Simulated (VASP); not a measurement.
# Fe (P6_3/mmc) in VASP: a series of runs, part 2 of 3

VASP 6.6.1.

## 3. Single point, LDA (8.79 Å³/atom)

This run uses another cell than the first one, of 8.79 Å³/atom.

INCAR reads:

```
PREC     = Accurate       # precision mode
ENCUT    = 520            # plane-wave cutoff, eV
EDIFF    = 1E-6           # SCF threshold, eV
ISMEAR   = -1             # smearing method
SIGMA    = 0.1            # smearing width, eV
LREAL    = False          # projectors in reciprocal space
LASPH    = True           # aspherical terms in the spheres
NELM     = 100            # most SCF steps
ALGO     = Normal         # electronic algorithm
ISIF     = 2              # what is computed and relaxed
LWAVE    = False          # write WAVECAR
LCHARG   = False          # write CHGCAR
NBANDS   = 15             # bands
```

KPOINTS reads:

```
regular mesh
0
Gamma
  17 17 9
```

POSCAR reads:

```
Fe
1.0
    2.3421010122      0.0000000000      0.0000000000
   -1.1710505061      2.0283189747      0.0000000000
    0.0000000000      0.0000000000      3.7014130344
Fe
2
Direct
    0.3333333333      0.6666666667      0.2500000000
    0.6666666667      0.3333333333      0.7500000000
```

Potentials or basis: VASP PAW LDA potentials, release 64 (Fe).

The run is started by

```bash
> cat potpaw_LDA.64/Fe/POTCAR > POTCAR
> mpirun -np 1 vasp_std > vasp.out
```

OUTCAR:

```text
PREC = Accurate
   ENCUT = 520
   EDIFF = 1E-6
   ISMEAR = -1
   LREAL = False
   LASPH = True
   NELM = 100
   ISIF = 2

 ion  position               nearest neighbor table
   1  0.333  0.667  0.250-   2 2.29   2 2.29   2 2.29   2 2.29   2 2.29   2 2.29
   2  0.667  0.333  0.750-   1 2.29   1 2.29   1 2.29   1 2.29   1 2.29   1 2.29

  LATTYP: Found a hexagonal cell.
 ALAT       =     2.3421010122
 C/A-ratio  =     1.5803814674

  Lattice vectors:

 A1 = (   2.3421010122,   0.0000000000,   0.0000000000)
 A2 = (  -1.1710505061,   2.0283189747,   0.0000000000)
 A3 = (   0.0000000000,   0.0000000000,   3.7014130344)

Analysis of symmetry for initial positions (statically):
=====================================================================
 Subroutine PRICEL returns:
 Original cell was already a primitive cell.

 Routine SETGRP: Setting up the symmetry group for a
 hexagonal supercell.

 Subroutine GETGRP returns: Found 24 space group operations
 (whereof 12 operations were pure point group operations)
 out of a pool of 24 trial point group operations.

[... 177 lines left out ...]
      5       6.7012      2.00000
      6       7.1240      2.00000
      7       7.1240      2.00000
      8       7.5553      1.99995
      9       7.5553      1.99995
     10       9.3266      0.00158
     11       9.4991      0.00028
     12       9.4991      0.00028
     13      19.0383      0.00000
     14      31.7663      0.00000
[... 401 lines left out ...]
      2       4.1697      2.00000
      3       4.5411      2.00000
      4       4.7090      2.00000
      5       6.2511      2.00000
      6       6.7463      2.00000
      7       7.2542      2.00000
      8       8.0153      1.99490
      9       8.7445      0.42037
     10       9.4220      0.00061
     11       9.7720      0.00002
     12      17.0992      0.00000
     13      19.3091      0.00000
     14      23.6689      0.00000
     15      24.6757      0.00000

 [... further k-points ...]

------------------------ aborting loop because EDIFF is reached ----------------------------------------

  FORCE on cell =-STRESS in cart. coord.  units (eV):
  Direction    XX          YY          ZZ          XY          YZ          ZX
  --------------------------------------------------------------------------------------
  -------------------------------------------------------------------------------------
  Total        3.7533591      3.7533591      3.8959038      0.0000000      0.0000000      0.0000000
  in kB      341.9961923    341.9961922    354.9844904      0.0000000      0.0000000      0.0000000
  external PRESSURE =     346.3256250 kB  Pullay stress =       0.0000000 kB

 VOLUME and BASIS-vectors are now :
 -----------------------------------------------------------------------------
  energy-cutoff  :      520.00
  volume of cell :       17.58
      direct lattice vectors                 reciprocal lattice vectors
     2.342101012  0.000000000  0.000000000     0.426967067  0.246509551  0.000000000
    -1.171050506  2.028318975  0.000000000     0.000000000  0.493019102  0.000000000
     0.000000000  0.000000000  3.701413034     0.000000000  0.000000000  0.270167093

 POSITION                                       TOTAL-FORCE (eV/Angst)
 -----------------------------------------------------------------------------------
     -0.00000      1.35221      0.92535         0.000000     -0.000000      0.000000
      1.17105      0.67611      2.77606        -0.000000      0.000000      0.000000
 -----------------------------------------------------------------------------------
    total drift:                                0.000000     -0.000000     -0.000000

  FREE ENERGIE OF THE ION-ELECTRON SYSTEM (eV)
  ---------------------------------------------------
  free  energy   TOTEN  =       -18.7103479902 eV

  energy  without entropy=      -18.6411510717  energy(sigma->0) =      -18.67574953
```

OSZICAR:

```text
N       E                     dE             d eps       ncg     rms          rms(c)
DAV:   1     0.752426507776E+02    0.75243E+02   -0.72904E+03  5134   0.153E+03
DAV:   2    -0.194594800313E+02   -0.94702E+02   -0.84345E+02  4950   0.251E+02
DAV:   3    -0.216726677996E+02   -0.22132E+01   -0.21269E+01  5951   0.560E+01
DAV:   4    -0.216874796446E+02   -0.14812E-01   -0.14809E-01  5986   0.401E+00
DAV:   5    -0.216876936051E+02   -0.21396E-03   -0.21396E-03  6077   0.476E-01    0.209E+01
DAV:   6    -0.188943066668E+02    0.27934E+01   -0.94765E+00  5650   0.720E+01    0.133E+00
DAV:   7    -0.187622784931E+02    0.13203E+00   -0.47011E-01  6028   0.139E+01    0.151E+00
DAV:   8    -0.187206200240E+02    0.41658E-01   -0.37511E-03  7808   0.894E-01    0.634E-01
DAV:   9    -0.187103257670E+02    0.10294E-01   -0.21475E-03  6990   0.585E-01    0.644E-02
DAV:  10    -0.187103515628E+02   -0.25796E-04   -0.78414E-05  6704   0.121E-01    0.226E-02
DAV:  11    -0.187103479397E+02    0.36231E-05   -0.14468E-06  5134   0.255E-02    0.482E-03
DAV:  12    -0.187103479902E+02   -0.50451E-07   -0.25537E-07  3246   0.665E-03
   1 F= -.18710348E+02 E0= -.18675750E+02  d E =-.691969E-01
```

It took 49 s on 1 thread of Intel Xeon 8259CL, shared host; peak memory 0.15 GiB.

What came out:

| Item | Value |
| --- | --- |
| Free energy | -18.7103 eV |
| Pressure | 34.6 GPa |
| Band gap on the k mesh | zero (bands 8 and 9 overlap by 2.36 eV) |

Stress tensor (GPa, compression positive):
```
34.20  0.00  0.00
 0.00 34.20  0.00
 0.00  0.00 35.50
```

Levels at points of the mesh, in eV from the Fermi level:
```
           k point  band 6  band 7  band 8  band 9  band 10  band 11
(0.00, 0.00, 0.00)   -1.49   -1.49   -1.06   -1.06     0.71     0.89
```

Caveat: the cell stands under pressure; the run has no spin polarisation, though such a crystal can be magnetic. Spin polarisation is off, so any magnetic state and its effect on volume and gap are missing.

## 4. Single point, LDA (9.17 Å³/atom)

This run uses another cell than the first one, of 9.17 Å³/atom.

INCAR reads:

```
PREC = Accurate
ENCUT = 520
EDIFF = 1E-7
ISMEAR = -1
SIGMA = 0.1
LREAL = F
LASPH = T
NELM = 60
ALGO = Normal
ISIF = 2
LWAVE = F
LCHARG = F
NBANDS = 15
```

KPOINTS reads:

```
Automatic mesh
0
Gamma
  17 17 9
```

POSCAR reads:

```
Fe
1.0
    2.3755641191      0.0000000000      0.0000000000
   -1.1877820596      2.0572988754      0.0000000000
    0.0000000000      0.0000000000      3.7542975085
Fe
2
Direct
    0.3333333333      0.6666666667      0.2500000000
    0.6666666667      0.3333333333      0.7500000000
```

Potentials or basis: VASP PAW LDA potentials, release 64 (Fe).

The run is started by

```bash
> cat potpaw_LDA.64/Fe/POTCAR > POTCAR
> mpirun -np 1 vasp_std > vasp.out
```

OUTCAR:

```text
PREC = Accurate
   ENCUT = 520
   EDIFF = 1E-7
   ISMEAR = -1
   LREAL = F
   LASPH = T
   NELM = 60
   ISIF = 2

 ion  position               nearest neighbor table
   1  0.333  0.667  0.250-   2 2.32   2 2.32   2 2.32   2 2.32   2 2.32   2 2.32
   2  0.667  0.333  0.750-   1 2.32   1 2.32   1 2.32   1 2.32   1 2.32   1 2.32

  LATTYP: Found a hexagonal cell.
 ALAT       =     2.3755641191
 C/A-ratio  =     1.5803814674

  Lattice vectors:

 A1 = (   2.3755641191,   0.0000000000,   0.0000000000)
 A2 = (  -1.1877820596,   2.0572988754,   0.0000000000)
 A3 = (   0.0000000000,   0.0000000000,   3.7542975085)

Analysis of symmetry for initial positions (statically):
=====================================================================
 Subroutine PRICEL returns:
 Original cell was already a primitive cell.

 Routine SETGRP: Setting up the symmetry group for a
 hexagonal supercell.

 Subroutine GETGRP returns: Found 24 space group operations
 (whereof 12 operations were pure point group operations)
 out of a pool of 24 trial point group operations.

The static configuration has the point symmetry D_3d.
 The point group associated with its full space group is D_6h.

Analysis of symmetry for dynamics (positions and initial velocities):
=====================================================================
 Subroutine PRICEL returns:
 Original cell was already a primitive cell.

 Routine SETGRP: Setting up the symmetry group for a
 hexagonal supercell.

 Subroutine GETGRP returns: Found 24 space group operations
 (whereof 12 operations were pure point group operations)
 out of a pool of 24 trial point group operations.

The dynamic configuration has the point symmetry D_3d.
 The point group associated with its full space group is D_6h.

 Subroutine INISYM returns: Found 24 space group operations
 (whereof 12 operations are pure point group operations),
 and found     1 'primitive' translations

----------------------------------------------------------------------------------------

                                     Primitive cell

[... 121 lines left out ...]
 non-spin polarized calculation
  energy-cutoff  :      520.00
  volume of cell :       18.35
 maximum number of plane-waves:       512
 NGX is ok and might be reduce to    18
   NGX =  9   NGY =  9   NGZ = 13

 number of electron      16.0000000 magnetization

 Free energy of the ion-electron system (eV)
  ---------------------------------------------------
  ext. energy  EPLUGINS =         0.00000000
  ---------------------------------------------------
  free energy    TOTEN  =       -18.82763457 eV

  energy without entropy =      -18.75380967  energy(sigma->0) =      -18.79072212

 E-fermi :   8.0473     XC(G=0): -14.6928

 val. band max:        8.0441573719   @ k =   0.2941   0.1176   0.2222
 cond. band min:       8.0477137535   @ k =   0.2941   0.0000   0.0000
 fundamental gap:      0.0035563816
 Fermi energy:         8.0472924373

 k-point     1 :       0.0000    0.0000    0.0000
  band No.  band energies     occupation
      1      -1.4244      2.00000
      2       2.4319      2.00000
      3       6.0986      2.00000
      4       6.0986      2.00000
      5       6.2538      2.00000
      6       6.6515      2.00000
      7       6.6515      2.00000
      8       7.0555      1.99990
      9       7.0555      1.99990
     10       8.7206      0.00238
     11       8.8835      0.00047
     12       8.8835      0.00047
     13      17.9744      0.00000
     14      30.8728      0.00000
[... 401 lines left out ...]
      2       3.8487      2.00000
      3       4.2093      2.00000
      4       4.3801      2.00000
      5       5.8323      2.00000
      6       6.2920      2.00000
      7       6.7648      1.99999
      8       7.4892      1.99249
      9       8.1746      0.43730
     10       8.8042      0.00103
     11       9.1370      0.00004
     12      16.1897      0.00000
     13      18.3026      0.00000
     14      22.6138      0.00000
     15      23.5245      0.00000

 [... further k-points ...]

------------------------ aborting loop because EDIFF is reached ----------------------------------------

  FORCE on cell =-STRESS in cart. coord.  units (eV):
  Direction    XX          YY          ZZ          XY          YZ          ZX
  --------------------------------------------------------------------------------------
  -------------------------------------------------------------------------------------
  Total        1.7219547      1.7219547      1.7883657     -0.0000000      0.0000000      0.0000000
  in kB      150.3624786    150.3624786    156.1615417     -0.0000000      0.0000000      0.0000000
  external PRESSURE =     152.2954996 kB  Pullay stress =       0.0000000 kB

 VOLUME and BASIS-vectors are now :
 -----------------------------------------------------------------------------
  energy-cutoff  :      520.00
  volume of cell :       18.35
      direct lattice vectors                 reciprocal lattice vectors
     2.375564119  0.000000000  0.000000000     0.420952645  0.243037123  0.000000000
    -1.187782060  2.057298875  0.000000000     0.000000000  0.486074246  0.000000000
     0.000000000  0.000000000  3.754297509     0.000000000  0.000000000  0.266361416

 POSITION                                       TOTAL-FORCE (eV/Angst)
 -----------------------------------------------------------------------------------
     -0.00000      1.37153      0.93857        -0.000000      0.000000      0.000000
      1.18778      0.68577      2.81572         0.000000     -0.000000      0.000000
 -----------------------------------------------------------------------------------
    total drift:                                0.000000     -0.000000     -0.000000

  FREE ENERGIE OF THE ION-ELECTRON SYSTEM (eV)
  ---------------------------------------------------
  free  energy   TOTEN  =       -18.8276345671 eV

  energy  without entropy=      -18.7538096669  energy(sigma->0) =      -18.79072212
```

OSZICAR:

```text
N       E                     dE             d eps       ncg     rms          rms(c)
DAV:   1     0.748937208428E+02    0.74894E+02   -0.72351E+03  5150   0.151E+03
DAV:   2    -0.197188012606E+02   -0.94613E+02   -0.84518E+02  4950   0.249E+02
DAV:   3    -0.219077498819E+02   -0.21889E+01   -0.20977E+01  6014   0.556E+01
DAV:   4    -0.219226034907E+02   -0.14854E-01   -0.14851E-01  5888   0.398E+00
DAV:   5    -0.219228193858E+02   -0.21590E-03   -0.21589E-03  6133   0.471E-01    0.198E+01
DAV:   6    -0.190271671743E+02    0.28957E+01   -0.10670E+01  5594   0.754E+01    0.164E+00
DAV:   7    -0.188770917394E+02    0.15008E+00   -0.61861E-01  5895   0.162E+01    0.129E+00
DAV:   8    -0.188405406816E+02    0.36551E-01   -0.39855E-03  7856   0.965E-01    0.603E-01
DAV:   9    -0.188275994482E+02    0.12941E-01   -0.23083E-03  7375   0.611E-01    0.657E-02
DAV:  10    -0.188276502629E+02   -0.50815E-04   -0.10859E-04  6937   0.169E-01    0.341E-02
DAV:  11    -0.188276345244E+02    0.15739E-04   -0.54817E-06  7197   0.532E-02    0.372E-03
DAV:  12    -0.188276345671E+02   -0.42675E-07   -0.26576E-07  5291   0.570E-03
   1 F= -.18827635E+02 E0= -.18790722E+02  d E =-.738249E-01
```

stdout:

```text
POSCAR found type information on POSCAR Fe
 POSCAR found :  1 types and       2 ions
 scaLAPACK will be used
 LDA part: xc-table for (Slater(with rela. corr.)+CA(PZ))
 , standard interpolation
 POSCAR, INCAR and KPOINTS ok, starting setup
 FFT: planning ... GRIDC
 FFT: planning ... GRID_SOFT
 FFT: planning ... GRID
 WAVECAR not read
 entering main loop
```

It took 52 s on 1 thread of Intel Xeon 8259CL, shared host; peak memory 0.15 GiB.

Results:

| Property | Result |
| --- | --- |
| Free energy | -18.8276 eV |
| Pressure | 15.2 GPa |
| Band gap on the k mesh | zero (bands 8 and 9 overlap by 2.21 eV) |

Stress tensor (GPa, compression positive):
```
15.04  0.00  0.00
 0.00 15.04  0.00
 0.00  0.00 15.62
```

Levels at points of the mesh, in eV from the Fermi level:
```
           k point  band 4  band 5  band 6  band 7  band 8  band 9  band 10  band 11  band 12  band 13
(0.00, 0.00, 0.00)   -1.95   -1.79   -1.40   -1.40   -0.99   -0.99     0.67     0.84     0.84     9.93
```

Caveat: the cell stands under pressure; the run has no spin polarisation, though such a crystal can be magnetic.

(Part 2 of 3 ends here.)
